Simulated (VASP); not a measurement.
## BiTe: relaxation of cell and atoms with LDA

The system is BiTe.

```
Bi Te
1.0
     3.98000    0.00000    0.00000
     0.00000    3.98000    0.00000
     0.00000    0.00000    3.98000
Bi Te
1 1
Direct
  0.00000 0.00000 0.00000
  0.50000 0.50000 0.50000
```

```json
{"Program": "VASP 6.6.1", "Task": "relaxation of cell and atoms", "Functional": "LDA", "Potentials or basis": "VASP PAW LDA potentials, release 64 (Bi_d, Te)", "Cutoff": "600 eV", "k mesh": "6 × 6 × 6", "Occupations": "fermi-dirac, width 0.05 eV", "Spin": "no spin polarisation", "Target pressure": "20 GPa", "Dipole correction": "no", "Further INCAR settings": "ALGO = Normal; EDIFF = 1e-06; IBRION = 2; EDIFFG = -0.01; NSW = 80; ISIF = 3"}
```

The relaxed volume is 23.26 Å³/atom, the relaxed cell is a = 3.597 Å, b = 3.597 Å, c = 3.597 Å, α = 90.00°, β = 90.00°, γ = 90.00° and the space group after relaxing (to 0.1 Å) is Pm-3m (No. 221). The energy change on relaxing (the run minimises the enthalpy) is +187.4 meV/atom. The ionic steps are 15, the pressure after relaxing is 20.0 GPa and the band gap on the k mesh is zero (an odd number of electrons rules out a gap without spin polarisation).

Step by step:
| step | energy change (eV) | largest force (eV/Å) | pressure (GPa) | volume (Å³) |
| --- | --- | --- | --- | --- |
| 1 | 0.0000 | 0.0000 | -5.94 | 63.04 |
| 2 | 12.2945 | 0.0000 | 270.65 | 27.00 |
| 3 | 0.1428 | 0.0000 | 13.51 | 48.75 |
| 4 | 0.2518 | 0.0000 | 16.73 | 47.60 |
| 5 | 0.3753 | 0.0000 | 20.07 | 46.52 |
| 6 | 0.3389 | 0.0000 | 19.08 | 46.82 |
| 7 | 0.3414 | 0.0000 | 19.12 | 46.80 |
| 8 | 0.3490 | 0.0000 | 19.26 | 46.73 |
| 9 | 0.3491 | 0.0000 | 19.35 | 46.73 |
| 10 | 0.3495 | 0.0000 | 19.34 | 46.73 |
| 11 | 0.3503 | 0.0000 | 19.38 | 46.72 |
| 12 | 0.3519 | 0.0000 | 19.41 | 46.71 |
| 13 | 0.3551 | 0.0000 | 19.48 | 46.68 |
| 14 | 0.3616 | 0.0000 | 19.61 | 46.63 |
| 15 | 0.3748 | 0.0000 | 20.04 | 46.52 |

Final structure:
```cif
data_structure
_symmetry_space_group_name_H-M 'P 1'
_symmetry_Int_Tables_number 1
_cell_length_a 3.5966
_cell_length_b 3.5966
_cell_length_c 3.5966
_cell_angle_alpha 90.000
_cell_angle_beta 90.000
_cell_angle_gamma 90.000
_cell_volume 46.52
loop_
_atom_site_label
_atom_site_type_symbol
_atom_site_fract_x
_atom_site_fract_y
_atom_site_fract_z
_atom_site_occupancy
Bi1 Bi 0.00000 0.00000 0.00000 1
Te1 Te 0.50000 0.50000 0.50000 1
```

Levels at points of the mesh, in eV from the Fermi level:
| k point | band 7 | band 8 | band 9 | band 10 | band 11 | band 12 | band 13 | band 14 |
| --- | --- | --- | --- | --- | --- | --- | --- | --- |
| (0.00, 0.00, 0.00) | -7.78 | -3.35 | -3.35 | -3.35 | 2.55 | 2.55 | 5.80 | 5.80 |
| (0.50, 0.00, 0.00) | -12.97 | -1.43 | -0.74 | -0.72 | -0.72 | 0.69 | 0.69 | 4.09 |
| (0.50, 0.50, 0.00) | -11.26 | -7.40 | -7.40 | -0.08 | 2.23 | 3.26 | 3.26 | 6.02 |
| (0.50, 0.50, 0.50) | -10.10 | -4.33 | -4.33 | -4.33 | -3.73 | -3.73 | -3.73 | 16.39 |

Run time: 85 s on 1 thread of Intel(R) Xeon(R) Platinum 8259CL CPU @ 2.50GHz (Skylake/Cascade Lake), on a shared host, peak memory 0.19 GiB.

Caveat: the cell is relaxed towards a set pressure, so the run minimises the enthalpy, not the energy; the volume moved by over 15 % at a fixed basis, so the end points are rough; spin-orbit coupling is left out, which moves the levels of the heavy elements.
